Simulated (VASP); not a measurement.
Here is a VASP 6.6.1 calculation.

Contents of INCAR:

```
ALGO = Normal ; EDIFF = 1E-6
ENCUT = 520 ; GGA = PE
ISIF = 2 ; ISMEAR = 0
IVDW = 12 ; LASPH = T
LCHARG = F ; LREAL = F
LWAVE = F ; NBANDS = 14
NELM = 80 ; PREC = Accurate
SIGMA = 0.15
```

The input KPOINTS:

```
k-points
0
Gamma
  18 18 6
```

POSCAR

```
Al
1.0
    2.7950017369      0.0000000000      0.0000000000
   -1.3975008685      2.4205425077      0.0000000000
    0.0000000000      0.0000000000      8.9951540898
Al
4
Direct
    0.0000000000      0.0000000000      0.0000000000
    0.3333333333      0.6666666667      0.2500000000
    0.0000000000      0.0000000000      0.5000000000
    0.6666666667      0.3333333333      0.7500000000
```

Potentials or basis: VASP PAW PBE potentials, release 64 (Al).

Command:

```console
$ cat potpaw_PBE.64/Al/POTCAR > POTCAR
$ mpirun -np 1 vasp_std > vasp.out
```

Q: What does it give for the dispersion energy per atom?

A: -0.366 eV.

Q: Predict the pressure.

A: 3.8 GPa.

Q: What does it give for the band gap on the k mesh?

A: Zero (bands 6 and 7 overlap by 5.88 eV).

Stress tensor (GPa, compression positive):
```
3.05 0.00 0.00
0.00 3.05 0.00
0.00 0.00 5.37
```

Caveat: the cell stands under pressure.
